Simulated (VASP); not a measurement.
# GaP (F-43m) in VASP: notebook

GaP is run at these levels: PBEsol; tasks: single point, relaxation of cell and atoms.

Program: VASP 6.6.1. These are calculated values, not measurements. Logs are shortened: lines on timing, memory, paths and dates and some standing lists are left out, and cuts for length are marked.

**What was measured.**

“Stacking defects in GaP nanowires: Electronic structure and optical properties”, 2018, arxiv:1810.01194 quotes, for a bulk crystal of GaP at 10 K: band gap 2.34 eV (indirect).

The runs below are set against these values where they give the same quantity.

## Step 1: The cell of the first run

The structure is cubic, space group F-43m (No. 216). Conventional cell: a = 5.268 Å, b = 5.268 Å, c = 5.268 Å, α = 90.00°, β = 90.00°, γ = 90.00°. Within 3.0 Å of Ga (site symmetry -43m) lie 4 P at 2.28 Å. P (site symmetry -43m) has 4 Ga at 2.28 Å within 3.0 Å.

## Step 2: Single point, PBEsol

The input, INCAR:

```
SYSTEM = GaP
ALGO     = Normal         ! electronic algorithm
EDIFF    = 1E-7           ! SCF threshold, eV
ENCUT    = 520            ! plane-wave cutoff, eV
GGA      = PS             ! functional
ISIF     = 2              ! what is computed and relaxed
ISMEAR   = -1             ! smearing method
LASPH    = .True.         ! aspherical terms in the spheres
LCHARG   = .True.         ! write CHGCAR
LELF     = .True.         ! ELF
LREAL    = .False.        ! projectors in reciprocal space
LVHAR    = .True.       
LWAVE    = .False.        ! write WAVECAR
NBANDS   = 16             ! bands
NELM     = 80             ! most SCF steps
PREC     = Accurate       ! precision mode
SIGMA    = 0.05           ! smearing width, eV
```

The input, KPOINTS:

```
k-points
0
Gamma
  8 8 8
  0 0 0
```

The input, POSCAR:

```
GaP
1.0
    0.0000000000      2.6340867300      2.6340867300
    2.6340867300      0.0000000000      2.6340867300
    2.6340867300      2.6340867300      0.0000000000
Ga P
1 1
Direct
    0.0000000000      0.0000000000      0.0000000000
    0.7500000000      0.7500000000      0.7500000000
```

Potentials or basis: VASP PAW PBE potentials, release 64 (Ga_d, P).

Started as:

```bash
$ cat potpaw_PBE.64/Ga_d/POTCAR potpaw_PBE.64/P/POTCAR > POTCAR
$ mpirun -np 1 vasp_std > vasp.out
```

OUTCAR:

```text
SYSTEM = GaP
   EDIFF = 1E-7
   ENCUT = 520
   GGA = PS
   ISIF = 2
   ISMEAR = -1
   LASPH = .True.
   LREAL = .False.
   NELM = 80
   PREC = Accurate

 ion  position               nearest neighbor table
   1  0.000  0.000  0.000-   2 2.28   2 2.28   2 2.28   2 2.28
   2  0.750  0.750  0.750-   1 2.28   1 2.28   1 2.28   1 2.28

  LATTYP: Found a face centered cubic cell.
 ALAT       =     5.2681734600

  Lattice vectors:

 A1 = (   0.0000000000,   2.6340867300,   2.6340867300)
 A2 = (   2.6340867300,   0.0000000000,   2.6340867300)
 A3 = (   2.6340867300,   2.6340867300,   0.0000000000)

Analysis of symmetry for initial positions (statically):
[... 5 lines left out ...]
 face centered cubic supercell.

 Subroutine GETGRP returns: Found 24 space group operations
 (whereof 24 operations were pure point group operations)
 out of a pool of 48 trial point group operations.

The static configuration has the point symmetry T_d .

Analysis of symmetry for dynamics (positions and initial velocities):
[... 5 lines left out ...]
 face centered cubic supercell.

 Subroutine GETGRP returns: Found 24 space group operations
 (whereof 24 operations were pure point group operations)
 out of a pool of 48 trial point group operations.

The dynamic configuration has the point symmetry T_d .

 Subroutine INISYM returns: Found 24 space group operations
 (whereof 24 operations are pure point group operations),
 and found     1 'primitive' translations

----------------------------------------------------------------------------------------

                                     Primitive cell

  volume of cell :      36.5528

  direct lattice vectors                    reciprocal lattice vectors
     0.000000000  2.634086730  2.634086730    -0.189819110  0.189819110  0.189819110
     2.634086730  0.000000000  2.634086730     0.189819110 -0.189819110  0.189819110
     2.634086730  2.634086730  0.000000000     0.189819110  0.189819110 -0.189819110

  length of vectors
     3.725161178  3.725161178  3.725161178     0.328776344  0.328776344  0.328776344

  position of ions in fractional coordinates (direct lattice)
     0.000000000  0.000000000  0.000000000
     0.750000000  0.750000000  0.750000000

  ion indices of the primitive-cell ions
   primitive index   ion index
                 1           1
                 2           2

----------------------------------------------------------------------------------------

 KPOINTS: k-points

Automatic generation of k-mesh.
 Grid dimensions read from file:
 generate k-points for:    8    8    8

 Generating k-lattice:

  Cartesian coordinates                     Fractional coordinates (reciprocal lattice)
    -0.023727389  0.023727389  0.023727389     0.125000000  0.000000000  0.000000000
     0.023727389 -0.023727389  0.023727389     0.000000000  0.125000000  0.000000000
     0.023727389  0.023727389 -0.023727389     0.000000000  0.000000000  0.125000000

  Length of vectors
     0.041097043  0.041097043  0.041097043

  Shift w.r.t. Gamma in fractional coordinates (k-lattice)
     0.000000000  0.000000000  0.000000000

 Subroutine IBZKPT returns following result:
 ===========================================

 Found     29 irreducible k-points:

 Following reciprocal coordinates:
            Coordinates               Weight
  0.000000  0.000000  0.000000      1.000000
  0.125000  0.000000  0.000000      8.000000
  0.250000  0.000000  0.000000      8.000000
  0.375000  0.000000  0.000000      8.000000
  0.500000  0.000000  0.000000      4.000000
  0.125000  0.125000  0.000000      6.000000
[... 16 lines left out ...]
  0.500000  0.250000  0.125000     48.000000
 -0.375000  0.250000  0.125000     24.000000
 [... further k-points ...]
   k-points           NKPTS =     29   k-points in BZ     NKDIM =     29   number of bands    NBANDS=     16
   number of dos      NEDOS =    301   number of ions     NIONS =      2
   total plane-waves  NPLWV =  21952
   dimension x,y,z NGX =    28 NGY =   28 NGZ =   28
   dimension x,y,z NGXF=    56 NGYF=   56 NGZF=   56
   ions per type =               1   1
   NGX,Y,Z   is equivalent  to a cutoff of  12.50, 12.50, 12.50 a.u.
   NGXF,Y,Z  is equivalent  to a cutoff of  24.99, 24.99, 24.99 a.u.
 SYSTEM =  GaP
   PREC   = accura    normal or accurate (medium, high low for compatibility)
   ISTART =      0    job   : 0-new  1-cont  2-samecut
   ICHARG =      2    charge: 1-file 2-atom 10-const
   ISPIN  =      1    spin polarized calculation?
   LNONCOLLINEAR =      F non collinear calculations
   LSORBIT =      F    spin-orbit coupling
   LASPH  =      T    aspherical Exc in radial PAW
   ENCUT  =  520.0 eV  38.22 Ry    6.18 a.u.   6.93  6.93  6.93*2*pi/ulx,y,z
   NELM   =     80;   NELMIN=  2; NELMDL= -5     # of ELM steps
   EDIFF  = 0.1E-06   stopping-criterion for ELM
   LREAL  =      F    real-space projection
   EDIFFG = 0.1E-05   stopping-criterion for IOM
   NSW    =      0    number of steps for IOM
   IBRION =     -1    ionic relax: 0-MD 1-quasi-New 2-CG
   NFREE  =      0    steps in history (QN), initial steepest desc. (CG)
   ISIF   =      2    stress and relaxation
   ISYM   =      2    0-nonsym 1-usesym 2-fastsym
   POTIM  = 0.5000    time-step for ionic-motion
   TEBEG  =    0.0;   TEEND  =   0.0 temperature during run
   PSTRESS=    0.0 pullay stress
   NELECT =      18.0000    total number of electrons
   NUPDOWN=      -1.0000    fix difference up-down
   EMIN   =  10.00;   EMAX   =-10.00  energy-range for DOS
   EFERMI =   0.00;   METHOD = LEGACY
   ISMEAR =    -1;   SIGMA  =   0.05  broadening in eV -4-tet -1-fermi 0-gaus
   EFERMI_NEDOS =   21; number of points for ismear=-14 and -15
   IALGO  =     38    algorithm
   IMIX   =      4    mixing-type and parameters
     AMIX     =   0.40;   BMIX     =  1.00
     AMIX_MAG =   1.60;   BMIX_MAG =  1.00
  volume/ion in A,a.u.               =      18.28       123.34
  Fermi-wavevector in a.u.,A,eV,Ry     =   1.292783  2.443005 22.739248  1.671288
  Thomas-Fermi vector in A             =   2.424469
   LORBIT       =      0    0 simple, 1 ext, 2 COOP (PROOUT), +10 PAW based schemes
   GGA     = PS    functional components
   LHFCALC =     F    Hartree Fock is set to
   AEXX    =    0.0000 exact exchange contribution
   IVDW    =     0    specifies the selected vdW correction
   LEPSILON=     F    determine dielectric tensor
   LRPA    =     F    only Hartree local field effects (RPA)
 non-spin polarized calculation
  energy-cutoff  :      520.00
  volume of cell :       36.55
 maximum number of plane-waves:       995
   NGX = 13   NGY = 13   NGZ = 13

 number of electron      17.9999999 magnetization

 Free energy of the ion-electron system (eV)
  ---------------------------------------------------
  ext. energy  EPLUGINS =         0.00000000
  ---------------------------------------------------
  free energy    TOTEN  =        -9.81759998 eV

  energy without entropy =       -9.81759993  energy(sigma->0) =       -9.81759996

 E-fermi :   6.3024     XC(G=0): -10.4910

 val. band max:        5.6728124439   @ k =   0.0000   0.0000   0.0000
 cond. band min:       6.9586199192   @ k =   0.5000   0.5000   0.0000
 fundamental gap:      1.2858074753
 Fermi energy:         6.3023563854

 k-point     1 :       0.0000    0.0000    0.0000
  band No.  band energies     occupation
      1      -9.0895      2.00000
      2      -9.0895      2.00000
      3      -9.0895      2.00000
      4      -8.9532      2.00000
      5      -8.9532      2.00000
      6      -7.6735      2.00000
[... 8 lines left out ...]
     15      15.5833      0.00000
     16      15.5833      0.00000

 k-point     2 :       0.1250    0.0000    0.0000
  band No.  band energies     occupation
      1      -9.1134      2.00000
      2      -9.0829      2.00000
      3      -9.0829      2.00000
      4      -8.9533      2.00000
      5      -8.9533      2.00000
      6      -7.4385      2.00000
[... 8 lines left out ...]
     15      14.8637      0.00000
     16      15.6581      0.00000

 k-point     3 :       0.2500    0.0000    0.0000
  band No.  band energies     occupation
      1      -9.1605      2.00000
      2      -9.0690      2.00000
      3      -9.0690      2.00000
      4      -8.9516      2.00000
      5      -8.9516      2.00000
      6      -6.7769      2.00000
[... 8 lines left out ...]
     15      14.6764      0.00000
     16      15.6726      0.00000

 k-point     4 :       0.3750    0.0000    0.0000
  band No.  band energies     occupation
      1      -9.1992      2.00000
      2      -9.0585      2.00000
      3      -9.0585      2.00000
      4      -8.9462      2.00000
      5      -8.9462      2.00000
      6      -5.8353      2.00000
[... 8 lines left out ...]
     15      16.0321      0.00000
     16      16.0321      0.00000

 k-point     5 :       0.5000    0.0000    0.0000
  band No.  band energies     occupation
      1      -9.2137      2.00000
      2      -9.0554      2.00000
      3      -9.0554      2.00000
      4      -8.9427      2.00000
      5      -8.9427      2.00000
      6      -5.2219      2.00000
[... 8 lines left out ...]
     15      17.6669      0.00000
     16      17.6669      0.00000

 k-point     6 :       0.1250    0.1250    0.0000
  band No.  band energies     occupation
      1      -9.1259      2.00000
      2      -9.0767      2.00000
      3      -9.0767      2.00000
      4      -8.9596      2.00000
      5      -8.9487      2.00000
      6      -7.3618      2.00000
[... 8 lines left out ...]
     15      15.8396      0.00000
     16      16.0869      0.00000

 k-point     7 :       0.2500    0.1250    0.0000
  band No.  band energies     occupation
      1      -9.1618      2.00000
      2      -9.0651      2.00000
      3      -9.0620      2.00000
      4      -8.9645      2.00000
      5      -8.9444      2.00000
      6      -6.8440      2.00000
[... 8 lines left out ...]
     15      15.8151      0.00000
     16      17.0979      0.00000

 k-point     8 :       0.3750    0.1250    0.0000
  band No.  band energies     occupation
      1      -9.1956      2.00000
      2      -9.0561      2.00000
      3      -9.0499      2.00000
      4      -8.9620      2.00000
      5      -8.9405      2.00000
      6      -5.9796      2.00000
[... 8 lines left out ...]
     15      16.7911      0.00000
     16      16.8012      0.00000

 k-point     9 :       0.5000    0.1250    0.0000
  band No.  band energies     occupation
      1      -9.2135      2.00000
      2      -9.0524      2.00000
      3      -9.0459      2.00000
      4      -8.9531      2.00000
      5      -8.9409      2.00000
      6      -5.1421      2.00000
[... 8 lines left out ...]
     15      17.6727      0.00000
     16      18.1864      0.00000
[... 172 lines left out ...]
 k-point    19 :       0.5000    0.3750    0.0000
  band No.  band energies     occupation
      1      -9.2437      2.00000
      2      -9.0134      2.00000
      3      -9.0045      2.00000
      4      -8.9963      2.00000
      5      -8.9270      2.00000
      6      -4.4521      2.00000
[... 8 lines left out ...]
     15      18.0057      0.00000
     16      19.6105      0.00000

 k-point    20 :      -0.3750    0.3750    0.0000
  band No.  band energies     occupation
      1      -9.2337      2.00000
      2      -9.0269      2.00000
      3      -9.0102      2.00000
      4      -8.9829      2.00000
      5      -8.9362      2.00000
      6      -4.1948      2.00000
[... 8 lines left out ...]
     15      16.2503      0.00000
     16      21.2446      0.00000

 k-point    21 :       0.5000    0.5000    0.0000
  band No.  band energies     occupation
      1      -9.2538      2.00000
      2      -9.0093      2.00000
      3      -8.9975      2.00000
      4      -8.9975      2.00000
      5      -8.9223      2.00000
      6      -4.1716      2.00000
[... 8 lines left out ...]
     15      18.3077      0.00000
     16      19.0958      0.00000

 k-point    22 :       0.3750    0.2500    0.1250
  band No.  band energies     occupation
      1      -9.1901      2.00000
      2      -9.0526      2.00000
      3      -9.0468      2.00000
      4      -8.9703      2.00000
      5      -8.9405      2.00000
      6      -6.2192      2.00000
[... 8 lines left out ...]
     15      17.1859      0.00000
     16      18.6173      0.00000

 k-point    23 :       0.5000    0.2500    0.1250
  band No.  band energies     occupation
      1      -9.2106      2.00000
      2      -9.0478      2.00000
      3      -9.0341      2.00000
      4      -8.9672      2.00000
      5      -8.9408      2.00000
      6      -5.3269      2.00000
[... 8 lines left out ...]
     15      17.6729      0.00000
     16      18.8729      0.00000

 k-point    24 :      -0.3750    0.2500    0.1250
  band No.  band energies     occupation
      1      -9.2181      2.00000
      2      -9.0472      2.00000
      3      -9.0297      2.00000
      4      -8.9618      2.00000
      5      -8.9432      2.00000
      6      -4.7525      2.00000
[... 8 lines left out ...]
     15      17.9130      0.00000
     16      18.7258      0.00000

 [... further k-points ...]
[... 5 lines left out ...]
  --------------------------------------------------------------------------------------
  -------------------------------------------------------------------------------------
  Total        2.2488910      2.2488910      2.2488910      0.0000000     -0.0000000     -0.0000000
  in kB       98.5731853     98.5731853     98.5731853      0.0000000     -0.0000000     -0.0000000
  external PRESSURE =      98.5731853 kB  Pullay stress =       0.0000000 kB

 VOLUME and BASIS-vectors are now :
 -----------------------------------------------------------------------------
  energy-cutoff  :      520.00
  volume of cell :       36.55
      direct lattice vectors                 reciprocal lattice vectors
     0.000000000  2.634086730  2.634086730    -0.189819110  0.189819110  0.189819110
     2.634086730  0.000000000  2.634086730     0.189819110 -0.189819110  0.189819110
     2.634086730  2.634086730  0.000000000     0.189819110  0.189819110 -0.189819110

 POSITION                                       TOTAL-FORCE (eV/Angst)
 -----------------------------------------------------------------------------------
      0.00000      0.00000      0.00000        -0.000000     -0.000000     -0.000000
      3.95113      3.95113      3.95113         0.000000      0.000000      0.000000
 -----------------------------------------------------------------------------------
    total drift:                               -0.000001     -0.000001     -0.000001

  FREE ENERGIE OF THE ION-ELECTRON SYSTEM (eV)
  ---------------------------------------------------
  free  energy   TOTEN  =        -9.8175999845 eV

  energy  without entropy=       -9.8175999263  energy(sigma->0) =       -9.81759996
```

Wall time 26 s (1 thread of Intel Xeon Platinum 8259CL at 2.50GHz (Skylake/Cascade Lake), shared host); peak memory 0.16 GiB.

What came out:

```
Free energy            : -9.8176 eV
Pressure               : 9.9 GPa
Band gap on the k mesh : 1.29 eV, indirect (least direct gap 2.61 eV)
```

Caveat: the PAW data sets were made with another functional, which shifts forces and pressure a little.

## Step 3: Single point, PBEsol

This run uses another cell than the first one, of 19.08 Å³/atom, 1.044 times its volume.

The input, INCAR:

```
SYSTEM = GaP
PREC = Accurate
ENCUT = 520
EDIFF = 1E-6
ISMEAR = -1
SIGMA = 0.05
LREAL = .FALSE.
LASPH = .TRUE.
NELM = 100
ALGO = Normal
ISIF = 2
LWAVE = .FALSE.
LCHARG = .TRUE.
GGA = PS
LELF = .TRUE.
LVHAR = .TRUE.
NBANDS = 16
```

The input, KPOINTS:

```
Automatic mesh
0
G
  8 8 8
  0 0 0
```

The input, POSCAR:

```
GaP
1.0
    0.0000000000      2.6720657093      2.6720657093
    2.6720657093      0.0000000000      2.6720657093
    2.6720657093      2.6720657093      0.0000000000
Ga P
1 1
Direct
    0.0000000000      0.0000000000      0.0000000000
    0.7500000000      0.7500000000      0.7500000000
```

Potentials or basis: VASP PAW PBE potentials, release 64 (Ga_d, P).

Started as:

```bash
$ cat potpaw_PBE.64/Ga_d/POTCAR potpaw_PBE.64/P/POTCAR > POTCAR
$ mpirun -np 1 vasp_std > vasp.out
```

Run time: 17 s. Hardware: 1 thread of Intel Xeon Platinum 8259CL at 2.50GHz (Skylake/Cascade Lake), shared host; peak memory 0.16 GiB.

The run converged. Its results:

```
Free energy            : -9.8911 eV
Pressure               : 4.9 GPa
Band gap on the k mesh : 1.39 eV, indirect (least direct gap 2.24 eV)
```

Levels at points of the mesh, in eV from the valence-band top:
```tsv
k point	band 5	band 6	band 7	band 8	band 9	band 10	band 11	band 12	band 13	band 14
(0.00, 0.00, 0.00)	-14.54	-12.99	0.00	0.00	0.00	2.24	3.81	3.81	3.81	8.83
(0.50, 0.00, 0.00)	-14.53	-10.69	-7.05	-1.22	-1.22	1.76	4.63	4.63	8.18	11.18
(0.50, 0.50, 0.00)	-14.51	-9.70	-7.10	-2.93	-2.93	1.39	1.65	11.00	11.00	11.64
```

Caveat: the PAW data sets were made with another functional, which shifts forces and pressure a little.

(Continued in part 2 of 2.)
